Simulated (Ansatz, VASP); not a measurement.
Two plane-wave programs on Si5Ru

```
Si Ru
1.0
     0.00000    3.57963    3.57963
     3.57963    0.00000    3.57963
     3.57963    3.57963    0.00000
Si Ru
5 1
Direct
  0.37197 0.87601 0.87601
  0.87601 0.87601 0.87601
  0.25000 0.25000 0.25000
  0.87601 0.87601 0.37197
  0.87601 0.37197 0.87601
  0.50000 0.50000 0.50000
```

Change from the starting cell: species swapped into the HfNi5 type (F-43m, No. 216).

Alike in both runs: task single point; functional PBE; k mesh 4 × 4 × 4; occupations gaussian, width 0.1 eV; no spin polarisation.

|  | VASP | Ansatz |
| --- | --- | --- |
| version | VASP 6.6.1 | Ansatz 0.2.0 |
| potentials or method | VASP PAW PBE potentials, release 64 (Si, Ru_pv), cutoff 520 eV | scalar-relativistic, plane waves, PAW |
| valence electrons in the cell | 34 | 36 |

```csv
,VASP,Ansatz,Ansatz less VASP
gap on the k mesh at the Fermi level (eV),none,none,-
pressure (GPa),-5.0,-4.9,+0.04
rms of the force components (eV/Å),0.176,0.177,+0.0009
```

Atom by atom the forces differ by 0.001 eV/Å (rms over components). A gap of «none» marks a metal or a gap that the smearing closes. VASP's potentials hold 34 valence electrons a cell and Ansatz's 36, so a difference there can come from the potentials and not from the codes.

The k mesh is coarse, so the values compare programs but aren't converged.
